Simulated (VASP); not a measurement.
Here is a VASP 6.6.1 calculation.

INCAR

```
PREC = Accurate
ENCUT = 520
EDIFF = 1E-7
ISMEAR = 0
SIGMA = 0.1
LREAL = F
LASPH = T
NELM = 80
ALGO = Normal
ISIF = 2
LWAVE = F
LCHARG = F
GGA = PE
NBANDS = 29
```

File KPOINTS:

```
regular mesh
0
Gamma
  6 6 4
```

The input POSCAR:

```
Hg2Te3
1.0
    4.2510614559      0.0000000000      0.0000000000
   -2.1255307280      3.6815272139      0.0000000000
    0.0000000000      0.0000000000      9.4718394293
Hg Te
2 3
Direct
    0.3333333333      0.6666666667      0.1910986912
    0.6666666667      0.3333333333      0.8089013088
    0.0000000000      0.0000000000      0.0000000000
    0.3333333333      0.6666666667      0.6228433503
    0.6666666667      0.3333333333      0.3771566497
```

Potentials or basis: VASP PAW PBE potentials, release 64 (Hg, Te).

Launch:

```console
$ cat potpaw_PBE.64/Hg/POTCAR potpaw_PBE.64/Te/POTCAR > POTCAR
$ mpirun -np 1 vasp_std > vasp.out
```

(1) What does it give for the largest force?

(2) What does it give for the pressure?

(3) Predict the band gap on the k mesh.

Answers

(1) 0.049 eV/Å.

(2) 0.0 GPa.

(3) zero (bands 21 and 22 overlap by 1.93 eV).

Caveat: spin-orbit coupling is left out, which moves the levels of the heavy elements.
